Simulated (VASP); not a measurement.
Au:

```
Au
1.0
    -1.65727    1.65727    1.65727
     1.65727   -1.65727    1.65727
     1.65727    1.65727   -1.65727
Au
1
Direct
  0.00000 0.00000 0.00000
```

| Quantity | Value |
| --- | --- |
| Program | VASP 6.6.1 |
| Task | relaxation of cell and atoms |
| Functional | PBEsol |
| Potentials or basis | VASP PAW PBE potentials, release 64 (Au) |
| Cutoff | 600 eV |
| k mesh | 11 × 11 × 11 |
| Occupations | fermi-dirac, width 0.05 eV |
| Spin | no spin polarisation |

At the start: pressure -9.0 GPa; volume 18.21 Å³/atom.

Q: How do energy, volume and symmetry change on relaxing?

A: Over 4 steps the energy falls by 34.3 meV/atom and the volume is 17.07 Å³/atom (-6.2 %); space group Im-3m (No. 229, to 0.05 Å).

The path:
| step | energy change (eV) | largest force (eV/Å) | pressure (GPa) | volume (Å³) |
| --- | --- | --- | --- | --- |
| 1 | 0.0000 | 0.0000 | -8.99 | 18.21 |
| 2 | 0.0428 | 0.0000 | 19.17 | 15.64 |
| 3 | -0.0343 | 0.0000 | -0.23 | 17.10 |
| 4 | -0.0343 | 0.0000 | -0.03 | 17.07 |

Final structure:
```xyz
1
Lattice="-1.6221 1.6221 1.6221 1.6221 -1.6221 1.6221 1.6221 1.6221 -1.6221" Properties=species:S:1:pos:R:3 pbc="T T T"
Au    0.0000    0.0000    0.0000
```

Caveat: the PAW data sets were made with another functional, which shifts forces and pressure a little.
